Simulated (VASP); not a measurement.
A run of VASP 6.6.1 is set up as follows.

The input INCAR:

```
SYSTEM = V2SiN2
  ALGO = Normal
  EDIFF = 1E-7
  ENCUT = 520
  GGA = PE
  ISIF = 2
  ISMEAR = 0
  LASPH = .True.
  LCHARG = .False.
  LREAL = .False.
  LWAVE = .False.
  NBANDS = 51
  NELM = 100
  PREC = Accurate
  SIGMA = 0.1
```

KPOINTS

```
k-points
0
Gamma
  4 4 4
  0 0 0
```

POSCAR

```
V2SiN2
1.0
    4.2773476528      0.0000000000      0.0000000000
    2.0236371419      3.8082689639      0.0000000000
    0.5179868646      0.5002624528      6.8234344758
V Si N
4 2 4
Direct
    0.7660302168      0.4562379225      0.9854521953
    0.4915954159      0.7550475742      0.4901175950
    0.2063175376      0.4571250925      0.2514555033
    0.3891287618      0.2184868396      0.7507149289
    0.9108077507      0.0820265502      0.3254614080
    0.0366103409      0.8977563675      0.7972066380
    0.6885700238      0.6500287622      0.2286163046
    0.7411038632      0.7117156262      0.7274070488
    0.2515334961      0.5187090966      0.9686051199
    0.5183025931      0.2528661687      0.4749632581
```

Potentials or basis: VASP PAW PBE potentials, release 64 (V_sv, Si, N).

The run is started by

```sh
$ cat potpaw_PBE.64/V_sv/POTCAR potpaw_PBE.64/Si/POTCAR potpaw_PBE.64/N/POTCAR > POTCAR
$ mpirun -np 1 vasp_std > vasp.out
```

(1) Predict the pressure.

(2) Predict the largest force.

(3) What does it give for the band gap on the k mesh?

Results:

(1) 1.9 GPa.

(2) 0.285 eV/Å.

(3) zero (bands 40 and 41 overlap by 0.11 eV).

Caveat: the k points lie up to 0.42 Å⁻¹ apart; the run has no spin polarisation, though such a crystal can be magnetic.
